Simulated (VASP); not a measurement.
# HgTe (Cmcm) in VASP: single point with PBEsol

Aim: the single point of HgTe with PBEsol.

Everything below comes from runs of VASP 6.6.1. Logs are shortened: lines on timing, memory, paths and dates and some standing lists are left out, and cuts for length are marked.

### 1 The cell of the first run

The typed cell holds 4 atoms: a = 4.242 Å, b = 4.242 Å, c = 6.009 Å, α = 90.00°, β = 90.00°, γ = 90.01°.

### 2 Single point, PBEsol

File INCAR:

```
SYSTEM = HgTe
ALGO     = Normal         ! electronic algorithm
EDIFF    = 1E-6           ! SCF threshold, eV
ENCUT    = 520            ! plane-wave cutoff, eV
GGA      = PS             ! functional
ISIF     = 2              ! what is computed and relaxed
ISMEAR   = 0              ! smearing method
LASPH    = .TRUE.         ! aspherical terms in the spheres
LCHARG   = .FALSE.        ! write CHGCAR
LREAL    = .FALSE.        ! projectors in reciprocal space
LWAVE    = .FALSE.        ! write WAVECAR
NBANDS   = 26             ! bands
NELM     = 80             ! most SCF steps
PREC     = Accurate       ! precision mode
SIGMA    = 0.15           ! smearing width, eV
```

File KPOINTS:

```
k-points
0
G
  12 12 8
  0 0 0
```

File POSCAR:

```
HgTe
1.0
    2.9995453784     -3.0001352822      0.0000000000
    2.9995453784      3.0001352822      0.0000000000
    0.0000000000      0.0000000000      6.0086701413
Hg Te
2 2
Direct
    0.2498182349      0.7501817651      0.7500000000
    0.7501817651      0.2498182349      0.2500000000
    0.7498667075      0.2501332925      0.7500000000
    0.2501332925      0.7498667075      0.2500000000
```

Potentials or basis: VASP PAW PBE potentials, release 64 (Hg, Te).

Started as:

```bash
$ cat potpaw_PBE.64/Hg/POTCAR potpaw_PBE.64/Te/POTCAR > POTCAR
$ mpirun -np 1 vasp_std > vasp.out
```

OUTCAR:

```text
SYSTEM = HgTe
   EDIFF = 1E-6
   ENCUT = 520
   GGA = PS
   ISIF = 2
   ISMEAR = 0
   LASPH = .TRUE.
   LREAL = .FALSE.
   NELM = 80
   PREC = Accurate

 ion  position               nearest neighbor table
   1  0.250  0.750  0.750-   3 3.00   3 3.00   3 3.00   3 3.00   4 3.00   4 3.00
   2  0.750  0.250  0.250-   4 3.00   4 3.00   4 3.00   4 3.00   3 3.00   3 3.00
   3  0.750  0.250  0.750-   1 3.00   1 3.00   1 3.00   1 3.00   2 3.00   2 3.00
   4  0.250  0.750  0.250-   2 3.00   2 3.00   2 3.00   2 3.00   1 3.00   1 3.00

  LATTYP: Found a base centered orthorhombic cell.
 ALAT       =     5.9990907568
 B/A-ratio  =     1.0001966644
 C/A-ratio  =     1.0015968061

  Lattice vectors:

 A1 = (   2.9995453784,  -3.0001352822,   0.0000000000)
 A2 = (   2.9995453784,   3.0001352822,   0.0000000000)
 A3 = (   0.0000000000,   0.0000000000,   6.0086701413)

Analysis of symmetry for initial positions (statically):
=====================================================================
 Subroutine PRICEL returns:
 Original cell was already a primitive cell.

 Routine SETGRP: Setting up the symmetry group for a
 base centered orthorhombic supercell.

 Subroutine GETGRP returns: Found  8 space group operations
 (whereof  4 operations were pure point group operations)
 out of a pool of  8 trial point group operations.

The static configuration has the point symmetry C_2h.
 The point group associated with its full space group is D_2h.

Analysis of symmetry for dynamics (positions and initial velocities):
=====================================================================
 Subroutine PRICEL returns:
 Original cell was already a primitive cell.

 Routine SETGRP: Setting up the symmetry group for a
 base centered orthorhombic supercell.

 Subroutine GETGRP returns: Found  8 space group operations
 (whereof  4 operations were pure point group operations)
 out of a pool of  8 trial point group operations.

The dynamic configuration has the point symmetry C_2h.
 The point group associated with its full space group is D_2h.

 Subroutine INISYM returns: Found  8 space group operations
 (whereof  4 operations are pure point group operations),
 and found     1 'primitive' translations

----------------------------------------------------------------------------------------

                                     Primitive cell

  volume of cell :     108.1445

  direct lattice vectors                    reciprocal lattice vectors
     2.999545378 -3.000135282  0.000000000     0.166691927 -0.166659151  0.000000000
     2.999545378  3.000135282  0.000000000     0.166691927  0.166659151  0.000000000
     0.000000000  0.000000000  6.008670141     0.000000000  0.000000000  0.166426177

  length of vectors
     4.242414901  4.242414901  6.008670141     0.235714809  0.235714809  0.166426177

  position of ions in fractional coordinates (direct lattice)
     0.249818235  0.750181765  0.750000000
     0.750181765  0.249818235  0.250000000
     0.749866707  0.250133293  0.750000000
     0.250133293  0.749866707  0.250000000

  ion indices of the primitive-cell ions
   primitive index   ion index
                 1           1
                 2           2
                 3           3
                 4           4

----------------------------------------------------------------------------------------

 KPOINTS: k-points

Automatic generation of k-mesh.
 Grid dimensions read from file:
 generate k-points for:   12   12    8

 Generating k-lattice:

  Cartesian coordinates                     Fractional coordinates (reciprocal lattice)
     0.013890994 -0.013888263  0.000000000     0.083333333  0.000000000  0.000000000
     0.013890994  0.013888263  0.000000000     0.000000000  0.083333333  0.000000000
     0.000000000  0.000000000  0.020803272     0.000000000  0.000000000  0.125000000

  Length of vectors
     0.019642901  0.019642901  0.020803272

  Shift w.r.t. Gamma in fractional coordinates (k-lattice)
     0.000000000  0.000000000  0.000000000

 Subroutine IBZKPT returns following result:
 ===========================================

 Found    215 irreducible k-points:

 Following reciprocal coordinates:
            Coordinates               Weight
  0.000000  0.000000  0.000000      1.000000
  0.083333 -0.000000  0.000000      4.000000
  0.166667  0.000000  0.000000      4.000000
  0.250000  0.000000  0.000000      4.000000
  0.333333 -0.000000  0.000000      4.000000
  0.416667  0.000000  0.000000      4.000000
[... 16 lines left out ...]
  0.500000  0.166667  0.000000      4.000000
 -0.416667  0.166667  0.000000      4.000000
 [... further k-points ...]
   k-points           NKPTS =    215   k-points in BZ     NKDIM =    215   number of bands    NBANDS=     26
   number of dos      NEDOS =    301   number of ions     NIONS =      4
   total plane-waves  NPLWV =  49152
   dimension x,y,z NGX =    32 NGY =   32 NGZ =   48
   dimension x,y,z NGXF=    64 NGYF=   64 NGZF=   96
   ions per type =               2   2
   NGX,Y,Z   is equivalent  to a cutoff of  12.54, 12.54, 13.28 a.u.
   NGXF,Y,Z  is equivalent  to a cutoff of  25.08, 25.08, 26.56 a.u.
 SYSTEM =  HgTe
   PREC   = accura    normal or accurate (medium, high low for compatibility)
   ISTART =      0    job   : 0-new  1-cont  2-samecut
   ICHARG =      2    charge: 1-file 2-atom 10-const
   ISPIN  =      1    spin polarized calculation?
   LNONCOLLINEAR =      F non collinear calculations
   LSORBIT =      F    spin-orbit coupling
   LASPH  =      T    aspherical Exc in radial PAW
   ENCUT  =  520.0 eV  38.22 Ry    6.18 a.u.   7.89  7.89 11.17*2*pi/ulx,y,z
   NELM   =     80;   NELMIN=  2; NELMDL= -5     # of ELM steps
   EDIFF  = 0.1E-05   stopping-criterion for ELM
   LREAL  =      F    real-space projection
   EDIFFG = 0.1E-04   stopping-criterion for IOM
   NSW    =      0    number of steps for IOM
   IBRION =     -1    ionic relax: 0-MD 1-quasi-New 2-CG
   NFREE  =      0    steps in history (QN), initial steepest desc. (CG)
   ISIF   =      2    stress and relaxation
   ISYM   =      2    0-nonsym 1-usesym 2-fastsym
   POTIM  = 0.5000    time-step for ionic-motion
   TEBEG  =    0.0;   TEEND  =   0.0 temperature during run
   PSTRESS=    0.0 pullay stress
   NELECT =      36.0000    total number of electrons
   NUPDOWN=      -1.0000    fix difference up-down
   EMIN   =  10.00;   EMAX   =-10.00  energy-range for DOS
   EFERMI =   0.00;   METHOD = LEGACY
   ISMEAR =     0;   SIGMA  =   0.15  broadening in eV -4-tet -1-fermi 0-gaus
   EFERMI_NEDOS =   21; number of points for ismear=-14 and -15
   IALGO  =     38    algorithm
   IMIX   =      4    mixing-type and parameters
     AMIX     =   0.40;   BMIX     =  1.00
     AMIX_MAG =   1.60;   BMIX_MAG =  1.00
  volume/ion in A,a.u.               =      27.04       182.45
  Fermi-wavevector in a.u.,A,eV,Ry     =   1.134595  2.144073 17.514853  1.287305
  Thomas-Fermi vector in A             =   2.271299
   LORBIT       =      0    0 simple, 1 ext, 2 COOP (PROOUT), +10 PAW based schemes
   GGA     = PS    functional components
   LHFCALC =     F    Hartree Fock is set to
   AEXX    =    0.0000 exact exchange contribution
   IVDW    =     0    specifies the selected vdW correction
   LEPSILON=     F    determine dielectric tensor
   LRPA    =     F    only Hartree local field effects (RPA)
 non-spin polarized calculation
 Gauss-broadening in eV      SIGMA  =   0.15
  energy-cutoff  :      520.00
  volume of cell :      108.14
 maximum number of plane-waves:      2950
   NGX = 15   NGY = 15   NGZ = 23

 number of electron      36.0000005 magnetization

 Free energy of the ion-electron system (eV)
  ---------------------------------------------------
  ext. energy  EPLUGINS =         0.00000000
  ---------------------------------------------------
  free energy    TOTEN  =        -8.41666648 eV

  energy without entropy =       -8.38895672  energy(sigma->0) =       -8.40281160

 E-fermi :   4.7699     XC(G=0): -10.2739

 val. band max:        4.7533522285   @ k =   0.1667   0.1667   0.2500
 cond. band min:       4.7848745828   @ k =  -0.0833   0.0833   0.3750
 fundamental gap:      0.0315223544
 Fermi energy:         4.7699376126

 k-point     1 :       0.0000    0.0000    0.0000
  band No.  band energies     occupation
      1      -7.6242      2.00000
      2      -6.4754      2.00000
      3      -2.1788      2.00000
      4      -2.0781      2.00000
      5      -2.0770      2.00000
      6      -2.0159      2.00000
[... 18 lines left out ...]
     25      12.6054      0.00000
     26      12.6429      0.00000

 k-point     2 :       0.0833   -0.0000    0.0000
  band No.  band energies     occupation
      1      -7.5798      2.00000
      2      -6.4527      2.00000
      3      -2.1738      2.00000
      4      -2.1039      2.00000
      5      -2.0854      2.00000
      6      -2.0188      2.00000
[... 18 lines left out ...]
     25      12.4457      0.00000
     26      12.7486      0.00000

 k-point     3 :       0.1667    0.0000    0.0000
  band No.  band energies     occupation
      1      -7.4499      2.00000
      2      -6.3924      2.00000
      3      -2.1723      2.00000
      4      -2.1670      2.00000
      5      -2.1231      2.00000
      6      -2.0944      2.00000
[... 18 lines left out ...]
     25      12.5407      0.00000
     26      12.9698      0.00000

 k-point     4 :       0.2500    0.0000    0.0000
  band No.  band energies     occupation
      1      -7.2452      2.00000
      2      -6.3193      2.00000
      3      -2.2609      2.00000
      4      -2.2093      2.00000
      5      -2.1986      2.00000
      6      -2.1882      2.00000
[... 18 lines left out ...]
     25      11.9745      0.00000
     26      12.7024      0.00000

 k-point     5 :       0.3333   -0.0000    0.0000
  band No.  band energies     occupation
      1      -6.9868      2.00000
      2      -6.2768      2.00000
      3      -2.3442      2.00000
      4      -2.3146      2.00000
      5      -2.3071      2.00000
      6      -2.2852      2.00000
[... 18 lines left out ...]
     25      10.9914      0.00000
     26      12.2323      0.00000

 k-point     6 :       0.4167    0.0000    0.0000
  band No.  band energies     occupation
      1      -6.7106      2.00000
      2      -6.3169      2.00000
      3      -2.4250      2.00000
      4      -2.4211      2.00000
      5      -2.4010      2.00000
      6      -2.3879      2.00000
[... 427 lines left out ...]
 k-point    21 :       0.3333    0.1667    0.0000
  band No.  band energies     occupation
      1      -6.8977      2.00000
      2      -6.2855      2.00000
      3      -2.4190      2.00000
      4      -2.3625      2.00000
      5      -2.1199      2.00000
      6      -2.0985      2.00000
[... 18 lines left out ...]
     25      11.5512      0.00000
     26      11.8254      0.00000

 k-point    22 :       0.4167    0.1667    0.0000
  band No.  band energies     occupation
      1      -6.6677      2.00000
      2      -6.3371      2.00000
      3      -2.3961      2.00000
      4      -2.3549      2.00000
      5      -2.1999      2.00000
      6      -2.1674      2.00000
[... 18 lines left out ...]
     25      11.5856      0.00000
     26      12.1805      0.00000

 k-point    23 :       0.5000    0.1667    0.0000
  band No.  band energies     occupation
      1      -6.4693      2.00000
      2      -6.4685      2.00000
      3      -2.3199      2.00000
      4      -2.3195      2.00000
      5      -2.2680      2.00000
      6      -2.2678      2.00000
[... 18 lines left out ...]
     25      11.9576      0.00000
     26      11.9605      0.00000

 k-point    24 :      -0.4167    0.1667    0.0000
  band No.  band energies     occupation
      1      -6.6682      2.00000
      2      -6.3370      2.00000
      3      -2.3950      2.00000
      4      -2.3539      2.00000
      5      -2.2005      2.00000
      6      -2.1677      2.00000
[... 18 lines left out ...]
     25      11.5854      0.00000
     26      12.1833      0.00000

 [... further k-points ...]

------------------------ aborting loop because EDIFF is reached ----------------------------------------

  FORCE on cell =-STRESS in cart. coord.  units (eV):
  Direction    XX          YY          ZZ          XY          YZ          ZX
  --------------------------------------------------------------------------------------
  -------------------------------------------------------------------------------------
  Total        0.2111085      0.2038601      0.1481594      0.0000000     -0.0000000      0.0000000
  in kB        3.1276028      3.0202169      2.1950035      0.0000000     -0.0000000      0.0000000
  external PRESSURE =       2.7809411 kB  Pullay stress =       0.0000000 kB

 VOLUME and BASIS-vectors are now :
 -----------------------------------------------------------------------------
  energy-cutoff  :      520.00
  volume of cell :      108.14
      direct lattice vectors                 reciprocal lattice vectors
     2.999545378 -3.000135282  0.000000000     0.166691927 -0.166659151  0.000000000
     2.999545378  3.000135282  0.000000000     0.166691927  0.166659151  0.000000000
     0.000000000  0.000000000  6.008670141     0.000000000  0.000000000  0.166426177

 POSITION                                       TOTAL-FORCE (eV/Angst)
 -----------------------------------------------------------------------------------
      2.99955      1.50116      4.50650         0.000000     -0.000627     -0.000000
      2.99955     -1.50116      1.50217         0.000000      0.000627     -0.000000
      2.99955     -1.49927      4.50650         0.000000     -0.000196      0.000000
      2.99955      1.49927      1.50217         0.000000      0.000196      0.000000
 -----------------------------------------------------------------------------------
    total drift:                                0.000000      0.000000     -0.000000

  FREE ENERGIE OF THE ION-ELECTRON SYSTEM (eV)
  ---------------------------------------------------
  free  energy   TOTEN  =        -8.4166664767 eV

  energy  without entropy=       -8.3889567190  energy(sigma->0) =       -8.40281160
```

It took 2.4 min on 1 thread of Intel Xeon 6975P-C (Granite Rapids), shared host; peak memory 0.61 GiB.

What came out:

```yaml
Free_energy: -8.4167 eV
Pressure: 0.3 GPa
Band_gap_on_the_k_mesh: zero (bands 18 and 19 overlap by 2.81 eV)
```

Stress tensor (GPa, compression positive):
```
0.31 0.00 0.00
0.00 0.30 0.00
0.00 0.00 0.22
```

Caveat: the PAW data sets were made with another functional, which shifts forces and pressure a little; spin-orbit coupling is left out, which moves the levels of the heavy elements.
